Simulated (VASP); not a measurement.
# CsRe2 (Fm-3m) in VASP: further runs

CsRe2 is run at these levels: PBE; tasks: single point, relaxation of cell and atoms.

Everything below comes from runs of VASP 6.6.1. Logs are shortened: lines on timing, memory, paths and dates and some standing lists are left out, and cuts for length are marked.

## 1. The cell of the first run

Symmetry: Fm-3m, No. 225, cubic system. Conventional cell: a = 6.231 Å, b = 6.231 Å, c = 6.231 Å, α = 90.00°, β = 90.00°, γ = 90.00°. Cs (site symmetry m-3m) has 8 Re at 2.70 Å within 3.6 Å. Within 3.6 Å of Re (site symmetry -43m) lie 4 Cs at 2.70 Å and 6 Re at 3.12 Å.

## 2. Single point, PBE

Input file INCAR:

```
SYSTEM = CsRe2
PREC = Accurate
ENCUT = 560
EDIFF = 1E-6
ISMEAR = 0
SIGMA = 0.1
LREAL = .False.
LASPH = .True.
NELM = 120
ALGO = Normal
ISIF = 2
LWAVE = .False.
LCHARG = .False.
GGA = PE
NBANDS = 26
GGA_COMPAT = .False.
```

Input file KPOINTS:

```
Automatic mesh
0
Gamma
  14 14 14
  0 0 0
```

Input file POSCAR:

```
CsRe2
1.0
    0.0000000000      3.1156022178      3.1156022178
    3.1156022178      0.0000000000      3.1156022178
    3.1156022178      3.1156022178      0.0000000000
Cs Re
1 2
Direct
    0.0000000000      0.0000000000      0.0000000000
    0.2500000000      0.2500000000      0.2500000000
    0.7500000000      0.7500000000      0.7500000000
```

Potentials or basis: VASP PAW PBE potentials, release 64 (Cs_sv, Re_sv_GW).

Run with:

```console
$ cat potpaw_PBE.64/Cs_sv/POTCAR potpaw_PBE.64/Re_sv_GW/POTCAR > POTCAR
$ mpirun -np 1 vasp_std > vasp.out
```

OUTCAR:

```text
SYSTEM = CsRe2
   PREC = Accurate
   ENCUT = 560
   EDIFF = 1E-6
   ISMEAR = 0
   LREAL = .False.
   LASPH = .True.
   NELM = 120
   ISIF = 2
   GGA = PE

 ion  position               nearest neighbor table
   1  0.000  0.000  0.000-   3 2.70   3 2.70   3 2.70   2 2.70   3 2.70   2 2.70   2 2.70   2 2.70

   2  0.250  0.250  0.250-   1 2.70   1 2.70   1 2.70   1 2.70   3 3.12   3 3.12   3 3.12   3 3.12
                             3 3.12   3 3.12
   3  0.750  0.750  0.750-   1 2.70   1 2.70   1 2.70   1 2.70   2 3.12   2 3.12   2 3.12   2 3.12
                             2 3.12   2 3.12

  LATTYP: Found a face centered cubic cell.
 ALAT       =     6.2312044356

  Lattice vectors:

 A1 = (   0.0000000000,   3.1156022178,   3.1156022178)
 A2 = (   3.1156022178,   0.0000000000,   3.1156022178)
 A3 = (   3.1156022178,   3.1156022178,   0.0000000000)

Analysis of symmetry for initial positions (statically):
=====================================================================
 Subroutine PRICEL returns:
 Original cell was already a primitive cell.

 Routine SETGRP: Setting up the symmetry group for a
 face centered cubic supercell.

 Subroutine GETGRP returns: Found 48 space group operations
 (whereof 48 operations were pure point group operations)
 out of a pool of 48 trial point group operations.

The static configuration has the point symmetry O_h .

Analysis of symmetry for dynamics (positions and initial velocities):
=====================================================================
 Subroutine PRICEL returns:
 Original cell was already a primitive cell.

 Routine SETGRP: Setting up the symmetry group for a
 face centered cubic supercell.

 Subroutine GETGRP returns: Found 48 space group operations
 (whereof 48 operations were pure point group operations)
 out of a pool of 48 trial point group operations.

The dynamic configuration has the point symmetry O_h .

 Subroutine INISYM returns: Found 48 space group operations
 (whereof 48 operations are pure point group operations),
 and found     1 'primitive' translations

----------------------------------------------------------------------------------------

                                     Primitive cell

  volume of cell :      60.4862

  direct lattice vectors                    reciprocal lattice vectors
     0.000000000  3.115602218  3.115602218    -0.160482618  0.160482618  0.160482618
     3.115602218  0.000000000  3.115602218     0.160482618 -0.160482618  0.160482618
     3.115602218  3.115602218  0.000000000     0.160482618  0.160482618 -0.160482618

  length of vectors
     4.406126911  4.406126911  4.406126911     0.277964048  0.277964048  0.277964048

  position of ions in fractional coordinates (direct lattice)
     0.000000000  0.000000000  0.000000000
     0.250000000  0.250000000  0.250000000
     0.750000000  0.750000000  0.750000000

  ion indices of the primitive-cell ions
   primitive index   ion index
                 1           1
                 2           2
                 3           3

----------------------------------------------------------------------------------------

 KPOINTS: Automatic mesh

Automatic generation of k-mesh.
 Grid dimensions read from file:
 generate k-points for:   14   14   14

 Generating k-lattice:

  Cartesian coordinates                     Fractional coordinates (reciprocal lattice)
    -0.011463044  0.011463044  0.011463044     0.071428571  0.000000000  0.000000000
     0.011463044 -0.011463044  0.011463044     0.000000000  0.071428571  0.000000000
     0.011463044  0.011463044 -0.011463044     0.000000000  0.000000000  0.071428571

  Length of vectors
     0.019854575  0.019854575  0.019854575

  Shift w.r.t. Gamma in fractional coordinates (k-lattice)
     0.000000000  0.000000000  0.000000000

 Subroutine IBZKPT returns following result:
 ===========================================

 Found    104 irreducible k-points:

 Following reciprocal coordinates:
            Coordinates               Weight
  0.000000  0.000000  0.000000      1.000000
  0.071429  0.000000  0.000000      8.000000
  0.142857  0.000000  0.000000      8.000000
  0.214286  0.000000  0.000000      8.000000
  0.285714  0.000000  0.000000      8.000000
  0.357143  0.000000  0.000000      8.000000
[... 16 lines left out ...]
  0.214286  0.142857  0.000000     24.000000
  0.285714  0.142857  0.000000     24.000000
 [... further k-points ...]
   k-points           NKPTS =    104   k-points in BZ     NKDIM =    104   number of bands    NBANDS=     26
   number of dos      NEDOS =    301   number of ions     NIONS =      3
   total plane-waves  NPLWV =  46656
   dimension x,y,z NGX =    36 NGY =   36 NGZ =   36
   dimension x,y,z NGXF=    72 NGYF=   72 NGZF=   72
   ions per type =               1   2
   NGX,Y,Z   is equivalent  to a cutoff of  13.58, 13.58, 13.58 a.u.
   NGXF,Y,Z  is equivalent  to a cutoff of  27.17, 27.17, 27.17 a.u.
 SYSTEM =  CsRe2
   PREC   = accura    normal or accurate (medium, high low for compatibility)
   ISTART =      0    job   : 0-new  1-cont  2-samecut
   ICHARG =      2    charge: 1-file 2-atom 10-const
   ISPIN  =      1    spin polarized calculation?
   LNONCOLLINEAR =      F non collinear calculations
   LSORBIT =      F    spin-orbit coupling
   LASPH  =      T    aspherical Exc in radial PAW
   ENCUT  =  560.0 eV  41.16 Ry    6.42 a.u.   8.50  8.50  8.50*2*pi/ulx,y,z
   NELM   =    120;   NELMIN=  2; NELMDL= -5     # of ELM steps
   EDIFF  = 0.1E-05   stopping-criterion for ELM
   LREAL  =      F    real-space projection
   EDIFFG = 0.1E-04   stopping-criterion for IOM
   NSW    =      0    number of steps for IOM
   IBRION =     -1    ionic relax: 0-MD 1-quasi-New 2-CG
   NFREE  =      0    steps in history (QN), initial steepest desc. (CG)
   ISIF   =      2    stress and relaxation
   ISYM   =      2    0-nonsym 1-usesym 2-fastsym
   POTIM  = 0.5000    time-step for ionic-motion
   TEBEG  =    0.0;   TEEND  =   0.0 temperature during run
   PSTRESS=    0.0 pullay stress
   NELECT =      39.0000    total number of electrons
   NUPDOWN=      -1.0000    fix difference up-down
   EMIN   =  10.00;   EMAX   =-10.00  energy-range for DOS
   EFERMI =   0.00;   METHOD = LEGACY
   ISMEAR =     0;   SIGMA  =   0.10  broadening in eV -4-tet -1-fermi 0-gaus
   EFERMI_NEDOS =   21; number of points for ismear=-14 and -15
   IALGO  =     38    algorithm
   IMIX   =      4    mixing-type and parameters
     AMIX     =   0.40;   BMIX     =  1.00
     AMIX_MAG =   1.60;   BMIX_MAG =  1.00
  volume/ion in A,a.u.               =      20.16       136.06
  Fermi-wavevector in a.u.,A,eV,Ry     =   1.414309  2.672657 27.215332  2.000270
  Thomas-Fermi vector in A             =   2.535865
   LORBIT       =      0    0 simple, 1 ext, 2 COOP (PROOUT), +10 PAW based schemes
   GGA     = PE    functional components
   LHFCALC =     F    Hartree Fock is set to
   AEXX    =    0.0000 exact exchange contribution
   IVDW    =     0    specifies the selected vdW correction
   LEPSILON=     F    determine dielectric tensor
   LRPA    =     F    only Hartree local field effects (RPA)
 non-spin polarized calculation
 Gauss-broadening in eV      SIGMA  =   0.10
  energy-cutoff  :      560.00
  volume of cell :       60.49
 maximum number of plane-waves:      1841
 NGX is ok and might be reduce to    36
   NGX = 17   NGY = 17   NGZ = 17

 number of electron      39.0000003 magnetization

 Free energy of the ion-electron system (eV)
  ---------------------------------------------------
  ext. energy  EPLUGINS =         0.00000000
  ---------------------------------------------------
  free energy    TOTEN  =       -17.59948791 eV

  energy without entropy =      -17.58238628  energy(sigma->0) =      -17.59093709

 E-fermi :   8.4902     XC(G=0): -12.1957

 val. band max:        8.4797419687   @ k =   0.2857   0.2143   0.0000
 cond. band min:       8.4911034712   @ k =  -0.2857   0.4286   0.2143
 fundamental gap:      0.0113615024
 Fermi energy:         8.4902416515

 k-point     1 :       0.0000    0.0000    0.0000
  band No.  band energies     occupation
      1     -71.3425      2.00000
      2     -71.3207      2.00000
      3     -33.3102      2.00000
      4     -33.3102      2.00000
      5     -33.3102      2.00000
      6     -33.1578      2.00000
[... 18 lines left out ...]
     25      11.2924      0.00000
     26      11.2924      0.00000

 k-point     2 :       0.0714    0.0000    0.0000
  band No.  band energies     occupation
      1     -71.3420      2.00000
      2     -71.3210      2.00000
      3     -33.3087      2.00000
      4     -33.3084      2.00000
      5     -33.3084      2.00000
      6     -33.1602      2.00000
[... 18 lines left out ...]
     25      11.7912      0.00000
     26      11.7912      0.00000

 k-point     3 :       0.1429    0.0000    0.0000
  band No.  band energies     occupation
      1     -71.3412      2.00000
      2     -71.3219      2.00000
      3     -33.3044      2.00000
      4     -33.3031      2.00000
      5     -33.3031      2.00000
      6     -33.1676      2.00000
[... 18 lines left out ...]
     25      12.4609      0.00000
     26      12.4609      0.00000

 k-point     4 :       0.2143    0.0000    0.0000
  band No.  band energies     occupation
      1     -71.3399      2.00000
      2     -71.3232      2.00000
      3     -33.2966      2.00000
      4     -33.2945      2.00000
      5     -33.2945      2.00000
      6     -33.1793      2.00000
[... 18 lines left out ...]
     25      13.0912      0.00000
     26      13.0912      0.00000

 k-point     5 :       0.2857    0.0000    0.0000
  band No.  band energies     occupation
      1     -71.3382      2.00000
      2     -71.3250      2.00000
      3     -33.2872      2.00000
      4     -33.2829      2.00000
      5     -33.2829      2.00000
      6     -33.1938      2.00000
[... 18 lines left out ...]
     25      13.6004      0.00000
     26      13.6004      0.00000

 k-point     6 :       0.3571    0.0000    0.0000
  band No.  band energies     occupation
      1     -71.3361      2.00000
      2     -71.3270      2.00000
      3     -33.2752      2.00000
      4     -33.2688      2.00000
      5     -33.2688      2.00000
      6     -33.2098      2.00000
[... 427 lines left out ...]
 k-point    21 :      -0.0714    0.0714    0.0000
  band No.  band energies     occupation
      1     -71.3416      2.00000
      2     -71.3216      2.00000
      3     -33.3127      2.00000
      4     -33.3029      2.00000
      5     -33.3020      2.00000
      6     -33.1678      2.00000
[... 18 lines left out ...]
     25      11.3595      0.00000
     26      12.5270      0.00000

 k-point    22 :       0.1429    0.1429    0.0000
  band No.  band energies     occupation
      1     -71.3409      2.00000
      2     -71.3223      2.00000
      3     -33.3149      2.00000
      4     -33.3149      2.00000
      5     -33.2753      2.00000
      6     -33.1975      2.00000
[... 18 lines left out ...]
     25      11.2563      0.00000
     26      12.2228      0.00000

 k-point    23 :       0.2143    0.1429    0.0000
  band No.  band energies     occupation
      1     -71.3400      2.00000
      2     -71.3230      2.00000
      3     -33.3152      2.00000
      4     -33.3149      2.00000
      5     -33.2578      2.00000
      6     -33.2172      2.00000
[... 18 lines left out ...]
     25      11.8617      0.00000
     26      12.6894      0.00000

 k-point    24 :       0.2857    0.1429    0.0000
  band No.  band energies     occupation
      1     -71.3388      2.00000
      2     -71.3243      2.00000
      3     -33.3122      2.00000
      4     -33.3110      2.00000
      5     -33.2397      2.00000
      6     -33.2376      2.00000
[... 18 lines left out ...]
     25      12.5891      0.00000
     26      13.2999      0.00000

 [... further k-points ...]

------------------------ aborting loop because EDIFF is reached ----------------------------------------

  FORCE on cell =-STRESS in cart. coord.  units (eV):
  Direction    XX          YY          ZZ          XY          YZ          ZX
  --------------------------------------------------------------------------------------
  -------------------------------------------------------------------------------------
  Total        1.6826569      1.6826569      1.6826569      0.0000000     -0.0000000      0.0000000
  in kB       44.5707716     44.5707716     44.5707716      0.0000000     -0.0000000      0.0000000
  external PRESSURE =      44.5707716 kB  Pullay stress =       0.0000000 kB

 VOLUME and BASIS-vectors are now :
 -----------------------------------------------------------------------------
  energy-cutoff  :      560.00
  volume of cell :       60.49
      direct lattice vectors                 reciprocal lattice vectors
     0.000000000  3.115602218  3.115602218    -0.160482618  0.160482618  0.160482618
     3.115602218  0.000000000  3.115602218     0.160482618 -0.160482618  0.160482618
     3.115602218  3.115602218  0.000000000     0.160482618  0.160482618 -0.160482618

 POSITION                                       TOTAL-FORCE (eV/Angst)
 -----------------------------------------------------------------------------------
      0.00000      0.00000      0.00000         0.000000     -0.000000     -0.000000
      1.55780      1.55780      1.55780        -0.000000     -0.000000      0.000000
      4.67340      4.67340      4.67340         0.000000      0.000000      0.000000
 -----------------------------------------------------------------------------------
    total drift:                                0.000000      0.000000      0.000000

  FREE ENERGIE OF THE ION-ELECTRON SYSTEM (eV)
  ---------------------------------------------------
  free  energy   TOTEN  =       -17.5994879060 eV

  energy  without entropy=      -17.5823862771  energy(sigma->0) =      -17.59093709
```

Wall time 2.4 min (1 thread of Intel Xeon Platinum 8259CL at 2.50GHz (Skylake/Cascade Lake), shared host); peak memory 0.33 GiB.

What came out:

| Quantity | Value |
| --- | --- |
| Free energy | -17.5995 eV |
| Pressure | 4.5 GPa |
| Band gap on the k mesh | zero (an odd number of electrons rules out a gap without spin polarisation) |

Caveat: the cell stands under pressure; spin-orbit coupling is left out, which moves the levels of the heavy elements.

## 3. Relaxation of cell and atoms, PBE

Input file INCAR:

```
ALGO = Normal
EDIFF = 1E-7
EDIFFG = -0.01
ENCUT = 560
GGA = PE
GGA_COMPAT = False
IBRION = 2
ISIF = 3
ISMEAR = 0
LASPH = True
LCHARG = False
LREAL = False
LWAVE = False
NELM = 120
NELMIN = 4
NSW = 100
PREC = Accurate
SIGMA = 0.1
```

Input file KPOINTS:

```
k-points
0
Gamma
  14 14 14
```

POSCAR is that of step 2.

Potentials or basis: VASP PAW PBE potentials, release 64 (Cs_sv, Re_sv_GW).

Run with:

```console
$ cat potpaw_PBE.64/Cs_sv/POTCAR potpaw_PBE.64/Re_sv_GW/POTCAR > POTCAR
$ mpirun -np 1 vasp_std > vasp.out
```

It took 5.5 min on 1 thread of Intel Xeon Platinum 8488C (Sapphire Rapids), shared host; peak memory 0.32 GiB.

It converged, with:

| Property | Result |
| --- | --- |
| Free energy | -17.6276 eV |
| Relaxed volume | 20.87 Å³/atom |
| Relaxed cell | a = 4.457 Å, b = 4.457 Å, c = 4.457 Å, α = 60.00°, β = 60.00°, γ = 60.00° |
| Space group after relaxing (to 0.1 Å) | Fm-3m (No. 225) |
| Energy gained by relaxing | 9.4 meV/atom |
| Ionic steps | 3 |
| Pressure after relaxing | 0.0 GPa |
| Band gap on the k mesh | zero (an odd number of electrons rules out a gap without spin polarisation) |

The path:
| step | energy change (eV) | largest force (eV/Å) | pressure (GPa) | volume (Å³) |
| --- | --- | --- | --- | --- |
| 1 | 0.0000 | 0.0000 | 4.44 | 60.49 |
| 2 | 0.0167 | 0.0000 | -4.65 | 65.51 |
| 3 | -0.0281 | 0.0000 | -0.04 | 62.62 |

Final structure:
```cif
data_structure
_symmetry_space_group_name_H-M 'P 1'
_symmetry_Int_Tables_number 1
_cell_length_a 4.4572
_cell_length_b 4.4572
_cell_length_c 4.4572
_cell_angle_alpha 60.000
_cell_angle_beta 60.000
_cell_angle_gamma 60.000
_cell_volume 62.62
loop_
_atom_site_label
_atom_site_type_symbol
_atom_site_fract_x
_atom_site_fract_y
_atom_site_fract_z
_atom_site_occupancy
Cs1 Cs 0.00000 0.00000 0.00000 1
Re1 Re 0.25000 0.25000 0.25000 1
Re2 Re 0.75000 0.75000 0.75000 1
```

Levels at points of the mesh, in eV from the Fermi level:
```tsv
k point	band 17	band 18	band 19	band 20	band 21	band 22
(0.00, 0.00, 0.00)	-0.01	-0.01	0.57	0.57	0.57	2.24
(0.50, 0.00, 0.00)	-1.65	-1.65	-1.23	-1.23	0.03	1.67
(0.50, 0.50, 0.00)	-1.39	-0.40	-0.40	0.00	0.74	2.05
```

Caveat: spin-orbit coupling is left out, which moves the levels of the heavy elements.
